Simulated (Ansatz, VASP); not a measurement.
## NaI in VASP and in Ansatz

The input INCAR:

```
PREC = Accurate
ENCUT = 520
EDIFF = 1E-7
ISMEAR = 0
SIGMA = 0.01
LREAL = False
LASPH = True
NELM = 150
ALGO = Normal
ISIF = 2
LWAVE = False
LCHARG = False
MAGMOM = 0 0 0 0 0 0
LORBIT = 11
LSORBIT = True
GGA_COMPAT = False
LORBMOM = True
GGA = PS
NBANDS = 26
```

File KPOINTS:

```
regular mesh
0
Gamma
  6 6 6
```

POSCAR

```
NaI
1.0
    3.2002496941      3.2002496941      0.0000000000
   -3.2002496941      3.2002496941      0.0000000000
    0.0000000000      3.2002496941      3.2002496941
Na I
1 1
Direct
    0.0000000000      0.0000000000      0.0000000000
    0.5000000000      0.5000000000      0.0000000000
```

Input for Ansatz:

```yaml
crystal:
  lattice:
    - [3.20024969411, 3.20024969411, 0.0]
    - [-3.20024969411, 3.20024969411, 0.0]
    - [0.0, 3.20024969411, 3.20024969411]
  atoms:
    - { symbol: Na, position: [0.0, 0.0, 0.0] }
    - { symbol: I, position: [0.5, 0.5, 0.0] }
kpoints:
  mp_grid: { grid: [6, 6, 6] }
scf:
  occupations: { method: fixed }
hamiltonian:
  xc: pbesol
  pseudopotentials: { kind: all_electron, lapw: { basis_error: 0.001 } }
magnetization:
  noncollinear: true
  spin_orbit: true
output:
  forces: true
  stress: true
  eigenvalues: true
  eigenstates:
    nscf_kmesh: { grid: [10, 10, 10] }
    de_dk: true
    e_range: [-9, 13.59757496081]
checkpoint:
  write: ck
  write_wavefunctions: false
```

Alike in both runs: task single point; functional PBEsol; k mesh 6 × 6 × 6; non-collinear spin, spin-orbit coupling.

|  | VASP | Ansatz |
| --- | --- | --- |
| version | VASP 6.6.1 | Ansatz 0.2.0 |
| potentials or method | VASP PAW PBE potentials, release 64 (Na_pv, I), cutoff 520 eV | all-electron LAPW |
| occupations | gaussian, width 0.01 eV | fixed |

```csv
,VASP,Ansatz,Ansatz less VASP
pressure (GPa),0.1,0.1,-0.04
net moment per atom (μB),0.00,0.00,0.000
```

VASP's potentials were made for PBE, not for PBEsol. Ansatz ran all-electron here, and VASP with PAW potentials.
